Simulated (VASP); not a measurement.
# CaF2 (CaF2 (Fm-3m)) (Fm-3m) in VASP: single point with r2SCAN

Aim: the single point of CaF2 (CaF2 (Fm-3m)) with r2SCAN.

All numbers are computed with VASP 6.6.1; they aren't measurements. Logs are shortened: lines on timing, memory, paths and dates and some standing lists are left out, and cuts for length are marked.

**1. The cell of the first run**

The structure is cubic, space group Fm-3m (No. 225). Conventional cell: a = 5.512 Å, b = 5.512 Å, c = 5.512 Å, α = 90.00°, β = 90.00°, γ = 90.00°. Within 3.2 Å of Ca (site symmetry m-3m) lie 8 F at 2.39 Å. Within 3.2 Å of F (site symmetry -43m) lie 4 Ca at 2.39 Å and 6 F at 2.76 Å.

**2. Single point, r2SCAN**

The input, POSCAR:

```
CaF2
1.0
    0.0000000000      2.7559121067      2.7559121067
    2.7559121067      0.0000000000      2.7559121067
    2.7559121067      2.7559121067      0.0000000000
Ca F
1 2
Direct
    0.0000000000      0.0000000000      0.0000000000
    0.7500000000      0.7500000000      0.7500000000
    0.2500000000      0.2500000000      0.2500000000
```

The input, INCAR.step1:

```
  PREC = Accurate
  ENCUT = 660
  ISMEAR = -1
  SIGMA = 0.01
  LREAL = False
  LASPH = True
  NELM = 120
  NBANDS = 19
  GGA = PE
  ALGO = Normal
  EDIFF = 1E-5
  LWAVE = True
  LCHARG = False
  GGA_COMPAT = False
```

The input, INCAR.step2:

```
  PREC = Accurate
  ENCUT = 660
  EDIFF = 1E-6
  ISMEAR = -1
  SIGMA = 0.01
  LREAL = False
  LASPH = True
  NELM = 120
  ALGO = Normal
  ISIF = 2
  LWAVE = False
  LCHARG = False
  METAGGA = R2SCAN
  LMIXTAU = True
  NBANDS = 19
  ISTART = 1
  GGA_COMPAT = False
```

The input, KPOINTS:

```
regular mesh
0
Gamma
  3 3 3
```

Potentials or basis: VASP PAW PBE potentials, release 64 (Ca_sv, F).

Launch:

```
$ cat potpaw_PBE.64/Ca_sv/POTCAR potpaw_PBE.64/F/POTCAR > POTCAR
$ cp INCAR.step1 INCAR
$ mpirun -np 1 vasp_std > vasp.out
$ cp INCAR.step2 INCAR
$ mpirun -np 1 vasp_std > vasp.out
```

OUTCAR:

```text
PREC = Accurate
   ENCUT = 660
   EDIFF = 1E-6
   ISMEAR = -1
   LREAL = False
   LASPH = True
   NELM = 120
   ISIF = 2
   METAGGA = R2SCAN
   ISTART = 1

 ion  position               nearest neighbor table
   1  0.000  0.000  0.000-   2 2.39   2 2.39   2 2.39   3 2.39   3 2.39   3 2.39   3 2.39   2 2.39

   2  0.750  0.750  0.750-   1 2.39   1 2.39   1 2.39   1 2.39
   3  0.250  0.250  0.250-   1 2.39   1 2.39   1 2.39   1 2.39

  LATTYP: Found a face centered cubic cell.
 ALAT       =     5.5118242134

  Lattice vectors:

 A1 = (   0.0000000000,   2.7559121067,   2.7559121067)
 A2 = (   2.7559121067,   0.0000000000,   2.7559121067)
 A3 = (   2.7559121067,   2.7559121067,   0.0000000000)

Analysis of symmetry for initial positions (statically):
=====================================================================
 Subroutine PRICEL returns:
 Original cell was already a primitive cell.

 Routine SETGRP: Setting up the symmetry group for a
 face centered cubic supercell.

 Subroutine GETGRP returns: Found 48 space group operations
 (whereof 48 operations were pure point group operations)
 out of a pool of 48 trial point group operations.

The static configuration has the point symmetry O_h .

Analysis of symmetry for dynamics (positions and initial velocities):
=====================================================================
 Subroutine PRICEL returns:
 Original cell was already a primitive cell.

 Routine SETGRP: Setting up the symmetry group for a
 face centered cubic supercell.

 Subroutine GETGRP returns: Found 48 space group operations
 (whereof 48 operations were pure point group operations)
 out of a pool of 48 trial point group operations.

The dynamic configuration has the point symmetry O_h .

 Subroutine INISYM returns: Found 48 space group operations
 (whereof 48 operations are pure point group operations),
 and found     1 'primitive' translations

----------------------------------------------------------------------------------------

                                     Primitive cell

  volume of cell :      41.8626

  direct lattice vectors                    reciprocal lattice vectors
     0.000000000  2.755912107  2.755912107    -0.181428137  0.181428137  0.181428137
     2.755912107  0.000000000  2.755912107     0.181428137 -0.181428137  0.181428137
     2.755912107  2.755912107  0.000000000     0.181428137  0.181428137 -0.181428137

  length of vectors
     3.897448278  3.897448278  3.897448278     0.314242752  0.314242752  0.314242752

  position of ions in fractional coordinates (direct lattice)
     0.000000000  0.000000000  0.000000000
     0.750000000  0.750000000  0.750000000
     0.250000000  0.250000000  0.250000000

  ion indices of the primitive-cell ions
   primitive index   ion index
                 1           1
                 2           2
                 3           3

----------------------------------------------------------------------------------------

 KPOINTS: regular mesh

Automatic generation of k-mesh.
 Grid dimensions read from file:
 generate k-points for:    3    3    3

 Generating k-lattice:

  Cartesian coordinates                     Fractional coordinates (reciprocal lattice)
    -0.060476046  0.060476046  0.060476046     0.333333333  0.000000000  0.000000000
     0.060476046 -0.060476046  0.060476046     0.000000000  0.333333333  0.000000000
     0.060476046  0.060476046 -0.060476046     0.000000000  0.000000000  0.333333333

  Length of vectors
     0.104747584  0.104747584  0.104747584

  Shift w.r.t. Gamma in fractional coordinates (k-lattice)
     0.000000000  0.000000000  0.000000000

 Subroutine IBZKPT returns following result:
 ===========================================

 Found      4 irreducible k-points:

 Following reciprocal coordinates:
            Coordinates               Weight
  0.000000  0.000000  0.000000      1.000000
  0.333333  0.000000  0.000000      8.000000
  0.333333  0.333333  0.000000      6.000000
 -0.333333  0.333333  0.000000     12.000000
   k-points           NKPTS =      4   k-points in BZ     NKDIM =      4   number of bands    NBANDS=     19
   number of dos      NEDOS =    301   number of ions     NIONS =      3
   total plane-waves  NPLWV =  46656
   dimension x,y,z NGX =    36 NGY =   36 NGZ =   36
   dimension x,y,z NGXF=    72 NGYF=   72 NGZF=   72
   ions per type =               1   2
   NGX,Y,Z   is equivalent  to a cutoff of  15.36, 15.36, 15.36 a.u.
   NGXF,Y,Z  is equivalent  to a cutoff of  30.71, 30.71, 30.71 a.u.
 SYSTEM =  unknown system
   PREC   = accura    normal or accurate (medium, high low for compatibility)
   ISTART =      1    job   : 0-new  1-cont  2-samecut
   ICHARG =      0    charge: 1-file 2-atom 10-const
   ISPIN  =      1    spin polarized calculation?
   LNONCOLLINEAR =      F non collinear calculations
   LSORBIT =      F    spin-orbit coupling
   LASPH  =      T    aspherical Exc in radial PAW
   ENCUT  =  660.0 eV  48.51 Ry    6.96 a.u.   8.16  8.16  8.16*2*pi/ulx,y,z
   NELM   =    120;   NELMIN=  2; NELMDL=  0     # of ELM steps
   EDIFF  = 0.1E-05   stopping-criterion for ELM
   LREAL  =      F    real-space projection
   EDIFFG = 0.1E-04   stopping-criterion for IOM
   NSW    =      0    number of steps for IOM
   IBRION =     -1    ionic relax: 0-MD 1-quasi-New 2-CG
   NFREE  =      0    steps in history (QN), initial steepest desc. (CG)
   ISIF   =      2    stress and relaxation
   ISYM   =      2    0-nonsym 1-usesym 2-fastsym
   POTIM  = 0.5000    time-step for ionic-motion
   TEBEG  =    0.0;   TEEND  =   0.0 temperature during run
   PSTRESS=    0.0 pullay stress
   NELECT =      24.0000    total number of electrons
   NUPDOWN=      -1.0000    fix difference up-down
   EMIN   =  10.00;   EMAX   =-10.00  energy-range for DOS
   EFERMI =   0.00;   METHOD = LEGACY
   ISMEAR =    -1;   SIGMA  =   0.01  broadening in eV -4-tet -1-fermi 0-gaus
   EFERMI_NEDOS =   21; number of points for ismear=-14 and -15
   IALGO  =     38    algorithm
   IMIX   =      4    mixing-type and parameters
     AMIX     =   0.40;   BMIX     =  1.00
     AMIX_MAG =   1.60;   BMIX_MAG =  1.00
  volume/ion in A,a.u.               =      13.95        94.17
  Fermi-wavevector in a.u.,A,eV,Ry     =   1.359993  2.570013 25.165062  1.849580
  Thomas-Fermi vector in A             =   2.486693
   LORBIT       =      0    0 simple, 1 ext, 2 COOP (PROOUT), +10 PAW based schemes
   METAGGA = R2SCAN    functional components
   LHFCALC =     F    Hartree Fock is set to
   AEXX    =    0.0000 exact exchange contribution
   IVDW    =     0    specifies the selected vdW correction
   LEPSILON=     F    determine dielectric tensor
   LRPA    =     F    only Hartree local field effects (RPA)
 non-spin polarized calculation
  energy-cutoff  :      660.00
  volume of cell :       41.86
 maximum number of plane-waves:      1639
 NGX is ok and might be reduce to    36
   NGX = 17   NGY = 17   NGZ = 17

 number of electron      24.0000006 magnetization

 Free energy of the ion-electron system (eV)
  ---------------------------------------------------
  ext. energy  EPLUGINS =         0.00000000
  ---------------------------------------------------
  free energy    TOTEN  =       -25.94965704 eV

  energy without entropy =      -25.94965704  energy(sigma->0) =      -25.94965704

 E-fermi :  -1.4732     XC(G=0): -10.0979

 val. band max:       -1.8327335518   @ k =  -0.3333   0.3333   0.0000
 cond. band min:       6.1055862434   @ k =   0.0000   0.0000   0.0000
 fundamental gap:      7.9383197951
 Fermi energy:        -1.4732108556

 k-point     1 :       0.0000    0.0000    0.0000
  band No.  band energies     occupation
      1     -39.0683      2.00000
      2     -22.6836      2.00000
      3     -21.9742      2.00000
      4     -19.1305      2.00000
      5     -19.1305      2.00000
      6     -19.1305      2.00000
      7      -3.6998      2.00000
      8      -3.6998      2.00000
      9      -3.6998      2.00000
     10      -1.9391      2.00000
     11      -1.9391      2.00000
     12      -1.9391      2.00000
     13       6.1056      0.00000
     14       8.2126      0.00000
     15       8.2126      0.00000
     16      10.2571      0.00000
     17      10.2571      0.00000
     18      10.2571      0.00000
     19      15.9120      0.00000

 k-point     2 :       0.3333    0.0000    0.0000
  band No.  band energies     occupation
      1     -39.0467      2.00000
      2     -22.7497      2.00000
      3     -22.2241      2.00000
      4     -19.1582      2.00000
      5     -19.1582      2.00000
      6     -18.8503      2.00000
      7      -3.3105      2.00000
      8      -3.3105      2.00000
      9      -3.1128      2.00000
     10      -2.6856      2.00000
     11      -2.3213      2.00000
     12      -2.3213      2.00000
     13       8.0030      0.00000
     14       8.3459      0.00000
     15       8.3459      0.00000
     16       9.7577      0.00000
     17      10.0647      0.00000
     18      10.0647      0.00000
     19      13.2156      0.00000

 k-point     3 :       0.3333    0.3333    0.0000
  band No.  band energies     occupation
      1     -39.0395      2.00000
      2     -22.8580      2.00000
      3     -22.1819      2.00000
      4     -19.1994      2.00000
      5     -19.1994      2.00000
      6     -18.7279      2.00000
      7      -3.7800      2.00000
      8      -3.4317      2.00000
      9      -3.4317      2.00000
     10      -2.2554      2.00000
     11      -1.9639      2.00000
     12      -1.9639      2.00000
     13       7.2918      0.00000
     14       8.8521      0.00000
     15       9.1003      0.00000
     16       9.5966      0.00000
     17       9.9900      0.00000
     18       9.9900      0.00000
     19      15.4250      0.00000

 k-point     4 :      -0.3333    0.3333    0.0000
  band No.  band energies     occupation
      1     -39.0322      2.00000
      2     -22.6362      2.00000
      3     -22.5544      2.00000
      4     -19.1928      2.00000
      5     -18.9767      2.00000
      6     -18.8300      2.00000
      7      -3.8869      2.00000
      8      -3.3596      2.00000
      9      -3.0401      2.00000
     10      -2.4752      2.00000
     11      -2.2087      2.00000
     12      -1.8327      2.00000
     13       7.3960      0.00000
     14       8.6639      0.00000
     15       8.8887      0.00000
     16       9.2874      0.00000
     17       9.9418      0.00000
     18      12.1422      0.00000
     19      14.2095      0.00000

------------------------ aborting loop because EDIFF is reached ----------------------------------------

  FORCE on cell =-STRESS in cart. coord.  units (eV):
  Direction    XX          YY          ZZ          XY          YZ          ZX
  --------------------------------------------------------------------------------------
  -------------------------------------------------------------------------------------
  Total       -0.7736021     -0.7736021     -0.7736021     -0.0000000     -0.0000000      0.0000000
  in kB      -29.6075272    -29.6075272    -29.6075272     -0.0000000     -0.0000000      0.0000000
  external PRESSURE =     -29.6075272 kB  Pullay stress =       0.0000000 kB

 VOLUME and BASIS-vectors are now :
 -----------------------------------------------------------------------------
  energy-cutoff  :      660.00
  volume of cell :       41.86
      direct lattice vectors                 reciprocal lattice vectors
     0.000000000  2.755912107  2.755912107    -0.181428137  0.181428137  0.181428137
     2.755912107  0.000000000  2.755912107     0.181428137 -0.181428137  0.181428137
     2.755912107  2.755912107  0.000000000     0.181428137  0.181428137 -0.181428137

 POSITION                                       TOTAL-FORCE (eV/Angst)
 -----------------------------------------------------------------------------------
      0.00000      0.00000      0.00000        -0.000000     -0.000000     -0.000000
      4.13387      4.13387      4.13387         0.000000      0.000000      0.000000
      1.37796      1.37796      1.37796        -0.000000     -0.000000     -0.000000
 -----------------------------------------------------------------------------------
    total drift:                                0.000000      0.000000      0.000000

  FREE ENERGIE OF THE ION-ELECTRON SYSTEM (eV)
  ---------------------------------------------------
  free  energy   TOTEN  =       -25.9496570446 eV

  energy  without entropy=      -25.9496570446  energy(sigma->0) =      -25.94965704
```

Run time: 22 s. Hardware: 1 thread of Intel Xeon Platinum 8559C (Emerald Rapids), shared host; peak memory 0.21 GiB.

Results:

```
Free energy            : -25.9497 eV
Pressure               : -3.0 GPa
Band gap on the k mesh : 7.94 eV, indirect (least direct gap 8.04 eV)
```

Levels at points of the mesh, in eV from the valence-band top:
```tsv
k point	band 10	band 11	band 12	band 13	band 14	band 15
(0.00, 0.00, 0.00)	-0.11	-0.11	-0.11	7.94	10.05	10.05
```

Caveat: the k points lie up to 0.66 Å⁻¹ apart; the PAW data sets were made with another functional, which shifts forces and pressure a little. A k mesh can miss the band edges.
